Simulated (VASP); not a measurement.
# AlP (F-43m) in VASP: single point with PBE

Aim: the single point of AlP with PBE.

Everything below comes from runs of VASP 6.6.1. Logs are shortened: lines on timing, memory, paths and dates and some standing lists are left out, and cuts for length are marked.

### Step 1. The cell of the first run

It takes space group F-43m (No. 216, cubic). The conventional cell has a = 5.470 Å, b = 5.470 Å, c = 5.470 Å, α = 90.00°, β = 90.00°, γ = 90.00°. Al (site symmetry -43m) has 4 P at 2.37 Å within 3.1 Å. Within 3.1 Å of P (site symmetry -43m) lie 4 Al at 2.37 Å.

### Step 2. Single point, PBE

INCAR reads:

```
SYSTEM = AlP
PREC = Accurate ; ENCUT = 500
EDIFF = 1E-6 ; ISMEAR = 0
SIGMA = 0.01 ; LREAL = .False.
LASPH = .True. ; NELM = 120
ALGO = Normal ; ISIF = 2
LWAVE = .False. ; LCHARG = .True.
GGA = PE ; LELF = .True.
LVHAR = .True. ; NBANDS = 11
GGA_COMPAT = .False.
```

KPOINTS reads:

```
Automatic mesh
0
Gamma
  6 6 6
  0 0 0
```

POSCAR reads:

```
AlP
1.0
    0.0000000000      2.7350000000      2.7350000000
    2.7350000000      0.0000000000      2.7350000000
    2.7350000000      2.7350000000      0.0000000000
Al P
1 1
Direct
    0.0000000000      0.0000000000      0.0000000000
    0.2500000000      0.2500000000      0.2500000000
```

Potentials or basis: VASP PAW PBE potentials, release 64 (Al, P).

The run is started by

```sh
cat potpaw_PBE.64/Al/POTCAR potpaw_PBE.64/P/POTCAR > POTCAR
mpirun -np 1 vasp_std > vasp.out
```

OUTCAR:

```text
SYSTEM = AlP
   PREC = Accurate
   ENCUT = 500
   EDIFF = 1E-6
   ISMEAR = 0
   LREAL = .False.
   LASPH = .True.
   NELM = 120
   ISIF = 2
   GGA = PE

 ion  position               nearest neighbor table
   1  0.000  0.000  0.000-   2 2.37   2 2.37   2 2.37   2 2.37
   2  0.250  0.250  0.250-   1 2.37   1 2.37   1 2.37   1 2.37

  LATTYP: Found a face centered cubic cell.
 ALAT       =     5.4700000000

  Lattice vectors:

 A1 = (   0.0000000000,   2.7350000000,   2.7350000000)
 A2 = (   2.7350000000,   0.0000000000,   2.7350000000)
 A3 = (   2.7350000000,   2.7350000000,   0.0000000000)

Analysis of symmetry for initial positions (statically):
=====================================================================
 Subroutine PRICEL returns:
 Original cell was already a primitive cell.

 Routine SETGRP: Setting up the symmetry group for a
 face centered cubic supercell.

 Subroutine GETGRP returns: Found 24 space group operations
 (whereof 24 operations were pure point group operations)
 out of a pool of 48 trial point group operations.

The static configuration has the point symmetry T_d .

Analysis of symmetry for dynamics (positions and initial velocities):
=====================================================================
 Subroutine PRICEL returns:
 Original cell was already a primitive cell.

 Routine SETGRP: Setting up the symmetry group for a
 face centered cubic supercell.

 Subroutine GETGRP returns: Found 24 space group operations
 (whereof 24 operations were pure point group operations)
 out of a pool of 48 trial point group operations.

The dynamic configuration has the point symmetry T_d .

 Subroutine INISYM returns: Found 24 space group operations
 (whereof 24 operations are pure point group operations),
 and found     1 'primitive' translations

----------------------------------------------------------------------------------------

                                     Primitive cell

  volume of cell :      40.9168

  direct lattice vectors                    reciprocal lattice vectors
     0.000000000  2.735000000  2.735000000    -0.182815356  0.182815356  0.182815356
     2.735000000  0.000000000  2.735000000     0.182815356 -0.182815356  0.182815356
     2.735000000  2.735000000  0.000000000     0.182815356  0.182815356 -0.182815356

  length of vectors
     3.867874093  3.867874093  3.867874093     0.316645486  0.316645486  0.316645486

  position of ions in fractional coordinates (direct lattice)
     0.000000000  0.000000000  0.000000000
     0.250000000  0.250000000  0.250000000

  ion indices of the primitive-cell ions
   primitive index   ion index
                 1           1
                 2           2

----------------------------------------------------------------------------------------

 KPOINTS: Automatic mesh

Automatic generation of k-mesh.
 Grid dimensions read from file:
 generate k-points for:    6    6    6

 Generating k-lattice:

  Cartesian coordinates                     Fractional coordinates (reciprocal lattice)
    -0.030469226  0.030469226  0.030469226     0.166666667  0.000000000  0.000000000
     0.030469226 -0.030469226  0.030469226     0.000000000  0.166666667  0.000000000
     0.030469226  0.030469226 -0.030469226     0.000000000  0.000000000  0.166666667

  Length of vectors
     0.052774248  0.052774248  0.052774248

  Shift w.r.t. Gamma in fractional coordinates (k-lattice)
     0.000000000  0.000000000  0.000000000

 Subroutine IBZKPT returns following result:
 ===========================================

 Found     16 irreducible k-points:

 Following reciprocal coordinates:
            Coordinates               Weight
  0.000000  0.000000  0.000000      1.000000
  0.166667  0.000000  0.000000      8.000000
  0.333333  0.000000  0.000000      8.000000
  0.500000  0.000000  0.000000      4.000000
  0.166667  0.166667  0.000000      6.000000
  0.333333  0.166667  0.000000     24.000000
[... 8 lines left out ...]
 -0.333333  0.333333  0.166667     24.000000
 -0.333333  0.500000  0.166667     12.000000
   k-points           NKPTS =     16   k-points in BZ     NKDIM =     16   number of bands    NBANDS=     11
   number of dos      NEDOS =    301   number of ions     NIONS =      2
   total plane-waves  NPLWV =  21952
   dimension x,y,z NGX =    28 NGY =   28 NGZ =   28
   dimension x,y,z NGXF=    56 NGYF=   56 NGZF=   56
   ions per type =               1   1
   NGX,Y,Z   is equivalent  to a cutoff of  12.03, 12.03, 12.03 a.u.
   NGXF,Y,Z  is equivalent  to a cutoff of  24.07, 24.07, 24.07 a.u.
 SYSTEM =  AlP
   PREC   = accura    normal or accurate (medium, high low for compatibility)
   ISTART =      0    job   : 0-new  1-cont  2-samecut
   ICHARG =      2    charge: 1-file 2-atom 10-const
   ISPIN  =      1    spin polarized calculation?
   LNONCOLLINEAR =      F non collinear calculations
   LSORBIT =      F    spin-orbit coupling
   LASPH  =      T    aspherical Exc in radial PAW
   ENCUT  =  500.0 eV  36.75 Ry    6.06 a.u.   7.05  7.05  7.05*2*pi/ulx,y,z
   NELM   =    120;   NELMIN=  2; NELMDL= -5     # of ELM steps
   EDIFF  = 0.1E-05   stopping-criterion for ELM
   LREAL  =      F    real-space projection
   EDIFFG = 0.1E-04   stopping-criterion for IOM
   NSW    =      0    number of steps for IOM
   IBRION =     -1    ionic relax: 0-MD 1-quasi-New 2-CG
   NFREE  =      0    steps in history (QN), initial steepest desc. (CG)
   ISIF   =      2    stress and relaxation
   ISYM   =      2    0-nonsym 1-usesym 2-fastsym
   POTIM  = 0.5000    time-step for ionic-motion
   TEBEG  =    0.0;   TEEND  =   0.0 temperature during run
   PSTRESS=    0.0 pullay stress
   NELECT =       8.0000    total number of electrons
   NUPDOWN=      -1.0000    fix difference up-down
   EMIN   =  10.00;   EMAX   =-10.00  energy-range for DOS
   EFERMI =   0.00;   METHOD = LEGACY
   ISMEAR =     0;   SIGMA  =   0.01  broadening in eV -4-tet -1-fermi 0-gaus
   EFERMI_NEDOS =   21; number of points for ismear=-14 and -15
   IALGO  =     38    algorithm
   IMIX   =      4    mixing-type and parameters
     AMIX     =   0.40;   BMIX     =  1.00
     AMIX_MAG =   1.60;   BMIX_MAG =  1.00
  volume/ion in A,a.u.               =      20.46       138.06
  Fermi-wavevector in a.u.,A,eV,Ry     =   0.950176  1.795573 12.283814  0.902835
  Thomas-Fermi vector in A             =   2.078528
   LORBIT       =      0    0 simple, 1 ext, 2 COOP (PROOUT), +10 PAW based schemes
   GGA     = PE    functional components
   LHFCALC =     F    Hartree Fock is set to
   AEXX    =    0.0000 exact exchange contribution
   IVDW    =     0    specifies the selected vdW correction
   LEPSILON=     F    determine dielectric tensor
   LRPA    =     F    only Hartree local field effects (RPA)
 non-spin polarized calculation
 Gauss-broadening in eV      SIGMA  =   0.01
  energy-cutoff  :      500.00
  volume of cell :       40.92
 maximum number of plane-waves:      1056
   NGX = 15   NGY = 15   NGZ = 15

 number of electron       8.0000000 magnetization

 Free energy of the ion-electron system (eV)
  ---------------------------------------------------
  ext. energy  EPLUGINS =         0.00000000
  ---------------------------------------------------
  free energy    TOTEN  =       -10.36493793 eV

  energy without entropy =      -10.36493793  energy(sigma->0) =      -10.36493793

 E-fermi :   4.5760     XC(G=0):  -9.1856

 val. band max:        4.5347682233   @ k =   0.0000   0.0000   0.0000
 cond. band min:       6.1221130464   @ k =   0.5000   0.5000   0.0000
 fundamental gap:      1.5873448231
 Fermi energy:         4.5759609193

 k-point     1 :       0.0000    0.0000    0.0000
  band No.  band energies     occupation
      1      -6.9397      2.00000
      2       4.5348      2.00000
      3       4.5348      2.00000
      4       4.5348      2.00000
      5       7.7929      0.00000
      6       9.0857      0.00000
      7       9.0857      0.00000
      8       9.0857      0.00000
      9      13.3608      0.00000
     10      13.3608      0.00000
     11      14.7850      0.00000

 k-point     2 :       0.1667    0.0000    0.0000
  band No.  band energies     occupation
      1      -6.6385      2.00000
      2       2.6675      2.00000
      3       4.2934      2.00000
      4       4.2934      2.00000
      5       8.1349      0.00000
      6       9.5185      0.00000
      7       9.5185      0.00000
      8      10.1679      0.00000
      9      12.7234      0.00000
     10      12.7234      0.00000
     11      15.3698      0.00000

 k-point     3 :       0.3333    0.0000    0.0000
  band No.  band energies     occupation
      1      -5.8548      2.00000
      2       0.2137      2.00000
      3       3.9235      2.00000
      4       3.9235      2.00000
      5       7.5659      0.00000
      6       9.5754      0.00000
      7       9.5754      0.00000
      8      12.4403      0.00000
      9      13.6503      0.00000
     10      13.6503      0.00000
     11      14.8365      0.00000

 k-point     4 :       0.5000    0.0000    0.0000
  band No.  band energies     occupation
      1      -5.2735      2.00000
      2      -0.9701      2.00000
      3       3.7742      2.00000
      4       3.7742      2.00000
      5       7.3276      0.00000
      6       9.3500      0.00000
      7       9.3500      0.00000
      8      12.7926      0.00000
      9      16.0472      0.00000
     10      16.0472      0.00000
     11      16.3329      0.00000
[... 127 lines left out ...]
 k-point    14 :       0.5000    0.3333    0.1667
  band No.  band energies     occupation
      1      -5.2345      2.00000
      2       0.1241      2.00000
      3       1.8762      2.00000
      4       2.9540      2.00000
      5       8.3880      0.00000
      6       9.3600      0.00000
      7      10.0234      0.00000
      8      12.7338      0.00000
      9      13.8616      0.00000
     10      15.9939      0.00000
     11      17.8784      0.00000

 k-point    15 :      -0.3333    0.3333    0.1667
  band No.  band energies     occupation
      1      -4.7788      2.00000
      2      -0.4391      2.00000
      3       1.4248      2.00000
      4       2.5654      2.00000
      5       8.5826      0.00000
      6       9.4952      0.00000
      7      11.4016      0.00000
      8      12.1777      0.00000
      9      13.3917      0.00000
     10      16.4403      0.00000
     11      17.4192      0.00000

 k-point    16 :      -0.3333    0.5000    0.1667
  band No.  band energies     occupation
      1      -4.5791      2.00000
      2      -0.4925      2.00000
      3       1.6446      2.00000
      4       1.8851      2.00000
      5       7.8529      0.00000
      6       8.8381      0.00000
      7      12.1690      0.00000
      8      12.5163      0.00000
      9      15.7461      0.00000
     10      16.4597      0.00000
     11      17.7724      0.00000

------------------------ aborting loop because EDIFF is reached ----------------------------------------

  FORCE on cell =-STRESS in cart. coord.  units (eV):
  Direction    XX          YY          ZZ          XY          YZ          ZX
  --------------------------------------------------------------------------------------
  -------------------------------------------------------------------------------------
  Total        0.4390570      0.4390570      0.4390570     -0.0000000      0.0000000     -0.0000000
  in kB       17.1921232     17.1921232     17.1921232     -0.0000000      0.0000000     -0.0000000
  external PRESSURE =      17.1921232 kB  Pullay stress =       0.0000000 kB

 VOLUME and BASIS-vectors are now :
 -----------------------------------------------------------------------------
  energy-cutoff  :      500.00
  volume of cell :       40.92
      direct lattice vectors                 reciprocal lattice vectors
     0.000000000  2.735000000  2.735000000    -0.182815356  0.182815356  0.182815356
     2.735000000  0.000000000  2.735000000     0.182815356 -0.182815356  0.182815356
     2.735000000  2.735000000  0.000000000     0.182815356  0.182815356 -0.182815356

 POSITION                                       TOTAL-FORCE (eV/Angst)
 -----------------------------------------------------------------------------------
      0.00000      0.00000      0.00000        -0.000000     -0.000000     -0.000000
      1.36750      1.36750      1.36750         0.000000      0.000000      0.000000
 -----------------------------------------------------------------------------------
    total drift:                               -0.000000     -0.000000      0.000000

  FREE ENERGIE OF THE ION-ELECTRON SYSTEM (eV)
  ---------------------------------------------------
  free  energy   TOTEN  =       -10.3649379312 eV

  energy  without entropy=      -10.3649379312  energy(sigma->0) =      -10.36493793
```

It took 7.1 s on 1 thread of Intel Xeon 6975P-C, shared host; peak memory 0.15 GiB.

Results:

* Free energy: -10.3649 eV
* Pressure: 1.7 GPa
* Band gap on the k mesh: 1.59 eV, indirect (least direct gap 3.26 eV)
